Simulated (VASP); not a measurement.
# BN (P-1) in VASP: further runs

BN is run at these levels: PBE; tasks: electric field gradients.

Program: VASP 6.6.1. These are calculated values, not measurements. Logs are shortened: lines on timing, memory, paths and dates and some standing lists are left out, and cuts for length are marked.

## (1) The cell of the first run

The typed cell holds 4 atoms: a = 2.505 Å, b = 2.537 Å, c = 6.663 Å, α = 90.62°, β = 91.71°, γ = 121.27°.

## (2) Electric field gradients, PBE (equal xy, yz and zx shear strains of -3 %)

INCAR reads:

```
ALGO = Normal
EDIFF = 1E-8
ENCUT = 520
GGA = PE
ISIF = 2
ISMEAR = -1
LASPH = True
LCHARG = False
LEFG = True
LREAL = False
LWAVE = False
NBANDS = 16
NELM = 100
PREC = Accurate
SIGMA = 0.02
```

KPOINTS reads:

```
k-points
0
Gamma
  11 11 4
```

POSCAR reads:

```
BN
1.0
    2.5039917043     -0.0375598756     -0.0375598756
   -1.2845236586      2.1873003646     -0.0137478686
   -0.0999180000     -0.0999180000      6.6612000000
B N
2 2
Direct
    0.3333333333      0.6666666667      0.2500000000
    0.6666666667      0.3333333333      0.7500000000
    0.3333333333      0.6666666667      0.7500000000
    0.6666666667      0.3333333333      0.2500000000
```

Potentials or basis: VASP PAW PBE potentials, release 64 (B, N).

On the command line:

```bash
cat potpaw_PBE.64/B/POTCAR potpaw_PBE.64/N/POTCAR > POTCAR
mpirun -np 1 vasp_std > vasp.out
```

OUTCAR:

```text
EDIFF = 1E-8
   ENCUT = 520
   GGA = PE
   ISIF = 2
   ISMEAR = -1
   LASPH = True
   LREAL = False
   NELM = 100
   PREC = Accurate

 ion  position               nearest neighbor table
   1  0.333  0.667  0.250-   4 1.43   4 1.45   4 1.46
   2  0.667  0.333  0.750-   3 1.43   3 1.45   3 1.46
   3  0.333  0.667  0.750-   2 1.43   2 1.45   2 1.46
   4  0.667  0.333  0.250-   1 1.43   1 1.45   1 1.46

  LATTYP: Found a triclinic cell.
 ALAT       =     2.4720677517
 B/A-ratio  =     1.0131417463
 C/A-ratio  =     2.6951925556
 COS(alpha) =     0.0297616073
 COS(beta)  =     0.0411893908
 COS(gamma) =     0.4804578458

  Lattice vectors:

 A1 = (   1.2194680457,   2.1497404890,  -0.0513077442)
 A2 = (   2.5039917043,  -0.0375598756,  -0.0375598756)
 A3 = (   0.0999180000,   0.0999180000,  -6.6612000000)

Analysis of symmetry for initial positions (statically):
=====================================================================
 Subroutine PRICEL returns:
 Original cell was already a primitive cell.

 Routine SETGRP: Setting up the symmetry group for a
 triclinic supercell.

 Subroutine GETGRP returns: Found  2 space group operations
 (whereof  2 operations were pure point group operations)
 out of a pool of  2 trial point group operations.

The static configuration has the point symmetry S_2 .

Analysis of symmetry for dynamics (positions and initial velocities):
=====================================================================
 Subroutine PRICEL returns:
 Original cell was already a primitive cell.

 Routine SETGRP: Setting up the symmetry group for a
 triclinic supercell.

 Subroutine GETGRP returns: Found  2 space group operations
 (whereof  2 operations were pure point group operations)
 out of a pool of  2 trial point group operations.

The dynamic configuration has the point symmetry S_2 .

 Subroutine INISYM returns: Found  2 space group operations
 (whereof  2 operations are pure point group operations),
 and found     1 'primitive' translations

----------------------------------------------------------------------------------------

                                     Primitive cell

  volume of cell :      36.1454

  direct lattice vectors                    reciprocal lattice vectors
     2.503991704 -0.037559876 -0.037559876     0.403057732  0.236761783  0.009597293
    -1.284523659  2.187300365 -0.013747869     0.007025706  0.461354686  0.007025706
    -0.099918000 -0.099918000  6.661200000     0.002287184  0.002287183  0.150191716

  length of vectors
     2.504555039  2.536626287  6.662698601     0.467550837  0.461461665  0.150226543

  position of ions in fractional coordinates (direct lattice)
     0.333333333  0.666666667  0.250000000
     0.666666667  0.333333333  0.750000000
     0.333333333  0.666666667  0.750000000
     0.666666667  0.333333333  0.250000000

  ion indices of the primitive-cell ions
   primitive index   ion index
                 1           1
                 2           2
                 3           3
                 4           4

----------------------------------------------------------------------------------------

 KPOINTS: k-points

Automatic generation of k-mesh.
 Grid dimensions read from file:
 generate k-points for:   11   11    4

 Generating k-lattice:

  Cartesian coordinates                     Fractional coordinates (reciprocal lattice)
     0.036641612  0.021523798  0.000872481     0.090909091 -0.000000000  0.000000000
     0.000638701  0.041941335  0.000638701     0.000000000  0.090909091  0.000000000
     0.000571796  0.000571796  0.037547929    -0.000000000  0.000000000  0.250000000

  Length of vectors
     0.042504622  0.041951060  0.037556636

  Shift w.r.t. Gamma in fractional coordinates (k-lattice)
     0.000000000  0.000000000  0.000000000

 Subroutine IBZKPT returns following result:
 ===========================================

 Found    243 irreducible k-points:

 Following reciprocal coordinates:
            Coordinates               Weight
  0.000000  0.000000  0.000000      1.000000
  0.090909  0.000000 -0.000000      2.000000
  0.181818  0.000000 -0.000000      2.000000
  0.272727  0.000000 -0.000000      2.000000
  0.363636 -0.000000  0.000000      2.000000
  0.454545  0.000000 -0.000000      2.000000
[... 16 lines left out ...]
  0.454545  0.181818  0.000000      2.000000
 -0.454545  0.181818  0.000000      2.000000
 [... further k-points ...]
   k-points           NKPTS =    243   k-points in BZ     NKDIM =    243   number of bands    NBANDS=     16
   number of dos      NEDOS =    301   number of ions     NIONS =      4
   total plane-waves  NPLWV =  20000
   dimension x,y,z NGX =    20 NGY =   20 NGZ =   50
   dimension x,y,z NGXF=    40 NGYF=   40 NGZF=  100
   ions per type =               2   2
   NGX,Y,Z   is equivalent  to a cutoff of  13.28, 13.11, 12.48 a.u.
   NGXF,Y,Z  is equivalent  to a cutoff of  26.55, 26.22, 24.95 a.u.
 SYSTEM =  unknown system
   PREC   = accura    normal or accurate (medium, high low for compatibility)
   ISTART =      0    job   : 0-new  1-cont  2-samecut
   ICHARG =      2    charge: 1-file 2-atom 10-const
   ISPIN  =      1    spin polarized calculation?
   LNONCOLLINEAR =      F non collinear calculations
   LSORBIT =      F    spin-orbit coupling
   LASPH  =      T    aspherical Exc in radial PAW
   ENCUT  =  520.0 eV  38.22 Ry    6.18 a.u.   4.66  4.72 12.39*2*pi/ulx,y,z
   NELM   =    100;   NELMIN=  2; NELMDL= -5     # of ELM steps
   EDIFF  = 0.1E-07   stopping-criterion for ELM
   LREAL  =      F    real-space projection
   EDIFFG = 0.1E-06   stopping-criterion for IOM
   NSW    =      0    number of steps for IOM
   IBRION =     -1    ionic relax: 0-MD 1-quasi-New 2-CG
   NFREE  =      0    steps in history (QN), initial steepest desc. (CG)
   ISIF   =      2    stress and relaxation
   ISYM   =      2    0-nonsym 1-usesym 2-fastsym
   POTIM  = 0.5000    time-step for ionic-motion
   TEBEG  =    0.0;   TEEND  =   0.0 temperature during run
   PSTRESS=    0.0 pullay stress
   NELECT =      16.0000    total number of electrons
   NUPDOWN=      -1.0000    fix difference up-down
   EMIN   =  10.00;   EMAX   =-10.00  energy-range for DOS
   EFERMI =   0.00;   METHOD = LEGACY
   ISMEAR =    -1;   SIGMA  =   0.02  broadening in eV -4-tet -1-fermi 0-gaus
   EFERMI_NEDOS =   21; number of points for ismear=-14 and -15
   IALGO  =     38    algorithm
   IMIX   =      4    mixing-type and parameters
     AMIX     =   0.40;   BMIX     =  1.00
     AMIX_MAG =   1.60;   BMIX_MAG =  1.00
  volume/ion in A,a.u.               =       9.04        60.98
  Fermi-wavevector in a.u.,A,eV,Ry     =   1.247663  2.357741 21.179682  1.556663
  Thomas-Fermi vector in A             =   2.381785
   LORBIT       =      0    0 simple, 1 ext, 2 COOP (PROOUT), +10 PAW based schemes
   GGA     = PE    functional components
   LHFCALC =     F    Hartree Fock is set to
   AEXX    =    0.0000 exact exchange contribution
   IVDW    =     0    specifies the selected vdW correction
   LEPSILON=     F    determine dielectric tensor
   LRPA    =     F    only Hartree local field effects (RPA)
 non-spin polarized calculation
  energy-cutoff  :      520.00
  volume of cell :       36.15
 maximum number of plane-waves:       987
   NGX =  9   NGY =  9   NGZ = 25

 number of electron      15.9999997 magnetization

 Free energy of the ion-electron system (eV)
  ---------------------------------------------------
  ext. energy  EPLUGINS =         0.00000000
  ---------------------------------------------------
  free energy    TOTEN  =       -35.11594002 eV

  energy without entropy =      -35.11594002  energy(sigma->0) =      -35.11594002

 E-fermi :   2.7881     XC(G=0): -10.0538

 val. band max:        2.2915325501   @ k =   0.3636   0.2727   0.0000
 cond. band min:       6.5199804473   @ k =   0.4545   0.4545   0.0000
 fundamental gap:      4.2284478972
 Fermi energy:         2.7881196097

 k-point     1 :       0.0000    0.0000    0.0000
  band No.  band energies     occupation
      1     -15.5434      2.00000
      2     -15.2547      2.00000
      3      -3.9493      2.00000
      4      -1.8492      2.00000
      5       0.8553      2.00000
      6       0.8926      2.00000
[... 8 lines left out ...]
     15      14.8766      0.00000
     16      15.2792      0.00000

 k-point     2 :       0.0909    0.0000   -0.0000
  band No.  band energies     occupation
      1     -15.3769      2.00000
      2     -15.0939      2.00000
      3      -3.7204      2.00000
      4      -1.6448      2.00000
      5       0.3439      2.00000
      6       0.3692      2.00000
[... 8 lines left out ...]
     15      14.6979      0.00000
     16      15.4948      0.00000

 k-point     3 :       0.1818    0.0000   -0.0000
  band No.  band energies     occupation
      1     -14.8878      2.00000
      2     -14.6220      2.00000
      3      -3.0436      2.00000
      4      -1.2405      2.00000
      5      -1.2103      2.00000
      6      -1.0455      2.00000
[... 8 lines left out ...]
     15      16.3337      0.00000
     16      16.8116      0.00000

 k-point     4 :       0.2727    0.0000   -0.0000
  band No.  band energies     occupation
      1     -14.1163      2.00000
      2     -13.8811      2.00000
      3      -3.2239      2.00000
      4      -3.1704      2.00000
      5      -1.9565      2.00000
      6      -1.0812      2.00000
[... 8 lines left out ...]
     15      17.9008      0.00000
     16      18.9532      0.00000
[... 324 lines left out ...]
 k-point    22 :       0.3636    0.1818   -0.0000
  band No.  band energies     occupation
      1     -12.0797      2.00000
      2     -12.0035      2.00000
      3      -6.0887      2.00000
      4      -6.0255      2.00000
      5      -3.5295      2.00000
      6      -3.4547      2.00000
[... 8 lines left out ...]
     15      17.0358      0.00000
     16      20.0636      0.00000

 k-point    23 :       0.4545    0.1818    0.0000
  band No.  band energies     occupation
      1     -12.1105      2.00000
      2     -12.0281      2.00000
      3      -6.0408      2.00000
      4      -5.9766      2.00000
      5      -3.5526      2.00000
      6      -3.4798      2.00000
[... 8 lines left out ...]
     15      17.2202      0.00000
     16      20.0702      0.00000

 k-point    24 :      -0.4545    0.1818    0.0000
  band No.  band energies     occupation
      1     -12.8531      2.00000
      2     -12.6868      2.00000
      3      -5.0071      2.00000
      4      -4.9772      2.00000
      5      -3.0597      2.00000
      6      -3.0001      2.00000
[... 8 lines left out ...]
     15      17.3070      0.00000
     16      19.3618      0.00000

 [... further k-points ...]

------------------------ aborting loop because EDIFF is reached ----------------------------------------

  FORCE on cell =-STRESS in cart. coord.  units (eV):
  Direction    XX          YY          ZZ          XY          YZ          ZX
  --------------------------------------------------------------------------------------
  -------------------------------------------------------------------------------------
  Total        0.9055124      0.8995351      0.6234210      2.5183545     -0.0117881     -0.0118485
  in kB       40.1376803     39.8727323     27.6337161    111.6284125     -0.5225205     -0.5251961
  external PRESSURE =      35.8813762 kB  Pullay stress =       0.0000000 kB

 VOLUME and BASIS-vectors are now :
 -----------------------------------------------------------------------------
  energy-cutoff  :      520.00
  volume of cell :       36.15
      direct lattice vectors                 reciprocal lattice vectors
     2.503991704 -0.037559876 -0.037559876     0.403057732  0.236761783  0.009597293
    -1.284523659  2.187300365 -0.013747869     0.007025706  0.461354686  0.007025706
    -0.099918000 -0.099918000  6.661200000     0.002287184  0.002287183  0.150191716

 POSITION                                       TOTAL-FORCE (eV/Angst)
 -----------------------------------------------------------------------------------
     -0.04666      1.42070      1.64361         0.375286      0.027177     -0.007168
      1.16621      0.62912      4.96628        -0.375286     -0.027177      0.007168
     -0.09662      1.37074      4.97421         0.381790      0.027276     -0.005522
      1.21617      0.67908      1.63568        -0.381790     -0.027276      0.005522
 -----------------------------------------------------------------------------------
    total drift:                                0.000000     -0.000000     -0.000000

  FREE ENERGIE OF THE ION-ELECTRON SYSTEM (eV)
  ---------------------------------------------------
  free  energy   TOTEN  =       -35.1159400157 eV

  energy  without entropy=      -35.1159400157  energy(sigma->0) =      -35.11594002

 Electric field gradients (V/A^2)
---------------------------------------------------------------------
 ion       V_xx      V_yy      V_zz      V_xy      V_xz      V_yz
---------------------------------------------------------------------
   1     -17.538   -17.481    35.019    -1.294     0.822     0.821
   2     -17.538   -17.481    35.019    -1.294     0.822     0.821
   3      -0.850    -0.932     1.782    -5.501     0.003     0.006
   4      -0.850    -0.932     1.782    -5.501     0.003     0.006
---------------------------------------------------------------------

 Electric field gradients after diagonalization (V/A^2)
 (convention: |V_zz| > |V_xx| > |V_yy|)
----------------------------------------------------------------------
 ion       V_xx      V_yy      V_zz     asymmetry (V_yy - V_xx)/ V_zz
----------------------------------------------------------------------
   1     -18.829   -16.215    35.044       0.075
   2     -18.829   -16.215    35.044       0.075
   3       4.610     1.782    -6.392       0.443
   4       4.610     1.782    -6.392       0.443
----------------------------------------------------------------------

           NMR quadrupolar parameters

 Cq : quadrupolar parameter    Cq=e*Q*V_zz/h
 eta: asymmetry parameters     (V_yy - V_xx)/ V_zz
 Q  : nuclear electric quadrupole moment in mb (millibarn)
----------------------------------------------------------------------
 ion       Cq(MHz)       eta       Q (mb)
----------------------------------------------------------------------
   1       0.085       0.075       1.000
   2       0.085       0.075       1.000
   3      -0.015       0.443       1.000
   4      -0.015       0.443       1.000
----------------------------------------------------------------------
```

Wall time 64 s (1 thread of Intel Xeon 6975P-C (Granite Rapids), shared host); peak memory 0.23 GiB.

Results:

```
Free energy                             : -35.1159 eV
Pressure                                : 3.6 GPa
Largest force                           : 0.383 eV/Å
Band gap on the k mesh                  : 4.23 eV (least direct gap 4.53 eV)
Largest electric field gradient by atom : B +35.0; N -6.4 V/Å²
```

Forces on the atoms (eV/Å):
```
B    0.375  0.027 -0.007
B   -0.375 -0.027  0.007
N    0.382  0.027 -0.006
N   -0.382 -0.027  0.006
```

Stress tensor (GPa, compression positive):
```
 4.01 11.16 -0.05
11.16  3.99 -0.05
-0.05 -0.05  2.76
```

Electric field gradients, principal values (V/Å²):
| atom | least | middle | greatest (by size) |
| --- | --- | --- | --- |
| 1 B | -16.215 | -18.829 | 35.044 |
| 2 B | -16.215 | -18.829 | 35.044 |
| 3 N | 1.782 | 4.610 | -6.392 |
| 4 N | 1.782 | 4.610 | -6.392 |

Caveat: the cell differs from its parent crystal (equal xy, yz and zx shear strains of -3 %); the cell stands under pressure; without QUAD_EFG the Cq values of the log hold for a quadrupole moment of 1 mb, not for the nuclei; an odd mesh through Γ misses points on the zone boundary, where band edges can lie.

(Part 1 of 2 ends here.)
